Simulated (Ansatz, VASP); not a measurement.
K in VASP and in Ansatz

```xyz
1
Lattice="0.0000 3.1803 3.1803 3.1803 0.0000 3.1803 3.1803 3.1803 0.0000" Properties=species:S:1:pos:R:3 pbc="T T T"
K     0.0000    0.0000    0.0000
```

Alike in both runs: task single point; functional LDA; k mesh 12 × 12 × 12; occupations fermi-dirac, width 0.08 eV; no spin polarisation.

|  | VASP | Ansatz |
| --- | --- | --- |
| version | VASP 6.6.1 | Ansatz 0.2.0 |
| potentials or method | VASP PAW LDA potentials, release 64 (K_sv), cutoff 520 eV | all-electron LAPW, scalar-relativistic |

```tsv
	VASP	Ansatz	Ansatz less VASP
pressure (GPa)	0.0	0.0	+0.02
```

LDA's correlation is that of Perdew and Zunger in VASP and of Perdew and Wang (1992) in Ansatz. Ansatz ran all-electron here, and VASP with PAW potentials. Ansatz's warnings: optics on partly filled bands.
